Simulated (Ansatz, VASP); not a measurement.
# Two plane-wave programs on NaS6

```
Na S
1.0
     6.11397    0.00000    0.00000
    -3.05698    5.29485    0.00000
     0.00000    0.00000   10.25121
Na S
1 6
Direct
  0.00000 0.00000 0.00000
  0.90427 0.80853 0.50000
  0.19147 0.09573 0.50000
  0.90427 0.09573 0.50000
  0.09573 0.19147 0.50000
  0.80853 0.90427 0.50000
  0.09573 0.90427 0.50000
```

Alike in both runs: task single point; functional PBE; k mesh 3 × 3 × 2; occupations gaussian, width 0.1 eV; no spin polarisation.

```csv
,VASP,Ansatz
version,VASP 6.6.1,Ansatz 0.2.0
potentials or method,"VASP PAW PBE potentials, release 64 (Na_pv, S), cutoff 520 eV","scalar-relativistic, plane waves, PAW"
valence electrons in the cell,43,45
```

|  | VASP | Ansatz | Ansatz less VASP |
| --- | --- | --- | --- |
| gap on the k mesh at the Fermi level (eV) | none | none | - |
| rms of the force components (eV/Å) | 194.235 | 158.998 | -35.2376 |

Atom by atom the forces differ by 35.238 eV/Å (rms over components). A gap of «none» marks a metal or a gap that the smearing closes. VASP's potentials hold 43 valence electrons a cell and Ansatz's 45, so a difference there can come from the potentials and not from the codes.

The k mesh is coarse, so the values compare programs but aren't converged.
